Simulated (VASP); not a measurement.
A run of VASP 6.6.1 is set up as follows.

The input INCAR:

```
SYSTEM = Ta
PREC     = Accurate       ! precision mode
ENCUT    = 520            ! plane-wave cutoff, eV
EDIFF    = 1E-7           ! SCF threshold, eV
ISMEAR   = -1             ! smearing method
SIGMA    = 0.05           ! smearing width, eV
LREAL    = .False.        ! projectors in reciprocal space
LASPH    = .True.         ! aspherical terms in the spheres
NELM     = 100            ! most SCF steps
ALGO     = Normal         ! electronic algorithm
ISIF     = 2              ! what is computed and relaxed
LWAVE    = .False.        ! write WAVECAR
LCHARG   = .True.         ! write CHGCAR
GGA      = PE             ! functional
LELF     = .True.         ! ELF
LVHAR    = .True.       
NBANDS   = 12             ! bands
```

File KPOINTS:

```
Automatic mesh
0
Gamma
  17 17 17
  0 0 0
```

The input POSCAR:

```
Ta
1.0
    0.0000000000      2.1113404737      2.1113404737
    2.1113404737      0.0000000000      2.1113404737
    2.1113404737      2.1113404737      0.0000000000
Ta
1
Direct
    0.0000000000      0.0000000000      0.0000000000
```

Potentials or basis: VASP PAW PBE potentials, release 64 (Ta_pv).

Run with:

```bash
$ cat potpaw_PBE.64/Ta_pv/POTCAR > POTCAR
$ mpirun -np 1 vasp_std > vasp.out
```

Problem. Estimate the band gap on the k mesh.

Solution. Zero (an odd number of electrons rules out a gap without spin polarisation).

Problem. What does it give for the pressure?

Solution. 0.0 GPa.

Caveat: spin-orbit coupling is left out, which moves the levels of the heavy elements.
